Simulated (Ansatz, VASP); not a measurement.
## Be in VASP and in Ansatz

```xyz
2
Lattice="2.2648 0.0000 0.0000 -1.1324 1.9614 0.0000 0.0000 0.0000 3.5741" Properties=species:S:1:pos:R:3 pbc="T T T"
Be    0.0000    1.3076    2.6806
Be    1.1324    0.6538    0.8935
```

Alike in both runs: task single point; functional PBE; k mesh 3 × 3 × 1; no spin polarisation.

|  | VASP | Ansatz |
| --- | --- | --- |
| version | VASP 6.6.1 | Ansatz 0.2.0 |
| potentials or method | VASP PAW PBE potentials, release 64 (Be), cutoff 600 eV | scalar-relativistic, plane waves, PAW |
| occupations | fermi-dirac, width 0.025852 eV | fermi-dirac |
| valence electrons in the cell | 4 | 4 |

VASP gave:

```
gap on the k mesh at the Fermi level (eV)                     : none
pressure (GPa)                                                : 22.6
traceless stress, the component that is largest in VASP (GPa) : -22.67
```

Task: What did Ansatz give for the same quantities?

Result: gap on the k mesh at the Fermi level (eV): none; pressure (GPa): 22.4; traceless stress, the component that is largest in VASP (GPa): -22.72.

A gap of «none» marks a metal or a gap that the smearing closes.

The k mesh is coarse, so the values compare programs but aren't converged.
